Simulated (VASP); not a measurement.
A run of VASP 6.6.1 is set up as follows.

The input INCAR:

```
SYSTEM = Bi2Te3
PREC     = Accurate       ! precision mode
ENCUT    = 520            ! plane-wave cutoff, eV
EDIFF    = 1E-8           ! SCF threshold, eV
ISMEAR   = -1             ! smearing method
SIGMA    = 0.08           ! smearing width, eV
LREAL    = .False.        ! projectors in reciprocal space
LASPH    = .True.         ! aspherical terms in the spheres
NELM     = 100            ! most SCF steps
ALGO     = Normal         ! electronic algorithm
ISIF     = 2              ! what is computed and relaxed
LWAVE    = .False.        ! write WAVECAR
LCHARG   = .False.        ! write CHGCAR
GGA      = PS             ! functional
LEFG     = .True.       
NBANDS   = 32             ! bands
```

File KPOINTS:

```
Automatic mesh
0
Gamma
  7 7 7
  0 0 0
```

Contents of POSCAR:

```
Bi2Te3
1.0
    2.2075241642      1.2745146704     10.2329942799
   -2.2075241642      1.2745146704     10.2329942799
    0.0000000000     -2.5490293408     10.2329942799
Bi Te
2 3
Direct
    0.4000000000      0.4000000000      0.4000000000
    0.6000000000      0.6000000000      0.6000000000
    0.0000000000      0.0000000000      0.0000000000
    0.2095000000      0.2095000000      0.2095000000
    0.7905000000      0.7905000000      0.7905000000
```

Potentials or basis: VASP PAW PBE potentials, release 64 (Bi_d, Te).

Command:

```console
$ cat potpaw_PBE.64/Bi_d/POTCAR potpaw_PBE.64/Te/POTCAR > POTCAR
$ mpirun -np 1 vasp_std > vasp.out
```

Task: Predict the largest force.

Result: 0.216 eV/Å.

Task: What does it give for the band gap on the k mesh?

Result: 0.24 eV, direct.

Forces in eV/Å, atoms in the order of the input:
```
Bi   0.000  0.000  0.083
Bi   0.000  0.000 -0.083
Te   0.000  0.000  0.000
Te   0.000  0.000  0.216
Te   0.000  0.000 -0.216
```

Caveat: without QUAD_EFG the Cq values of the log hold for a quadrupole moment of 1 mb, not for the nuclei; the PAW data sets were made with another functional, which shifts forces and pressure a little; spin-orbit coupling is left out, which moves the levels of the heavy elements. A k mesh can miss the band edges.
